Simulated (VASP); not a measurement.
Set up this calculation in VASP 6.6.1, as the native input.

```
Task                   : single point
Functional             : LDA
Potentials or basis    : VASP PAW LDA potentials, release 64 (Sc_sv)
Cutoff                 : 520 eV
k mesh                 : 18 × 18 × 18
Occupations            : gaussian, width 0.15 eV
Spin                   : no spin polarisation
Dipole correction      : no
Further INCAR settings : ALGO = Normal; EDIFF = 1e-06; NBANDS = 12
```

The structure of Sc lies in POSCAR:

```
Sc
1.0
    0.0000000000      2.2023850000      2.3386150000
    2.2023850000      0.0000000000      2.3386150000
    2.2023850000      2.2023850000      0.0000000000
Sc
1
Direct
    0.0000000000      0.0000000000      0.0000000000
```

This cell differs from its parent crystal: strain -0.030 along x and y, +0.030 along z.

One way to write it, as run:

INCAR

```
SYSTEM = Sc
ALGO = Normal ; EDIFF = 1E-6
ENCUT = 520 ; GGA = CA
ISIF = 2 ; ISMEAR = 0
LASPH = .True. ; LCHARG = .False.
LREAL = .False. ; LWAVE = .False.
NBANDS = 12 ; NELM = 60
PREC = Accurate ; SIGMA = 0.15
```

KPOINTS

```
k-points
0
Gamma
  18 18 18
  0 0 0
```

Potentials or basis: VASP PAW LDA potentials, release 64 (Sc_sv).

The run is started by

```console
$ cat potpaw_LDA.64/Sc_sv/POTCAR > POTCAR
$ mpirun -np 1 vasp_std > vasp.out
```

Results of the run:

```json
{"Pressure": "-0.7 GPa"}
```

Caveat: the cell differs from its parent crystal (strain -0.030 along x and y, +0.030 along z).

Run time: 26 s on 1 thread of Intel(R) Xeon(R) 6975P-C (Granite Rapids) (shared host), peak memory 0.23 GiB.
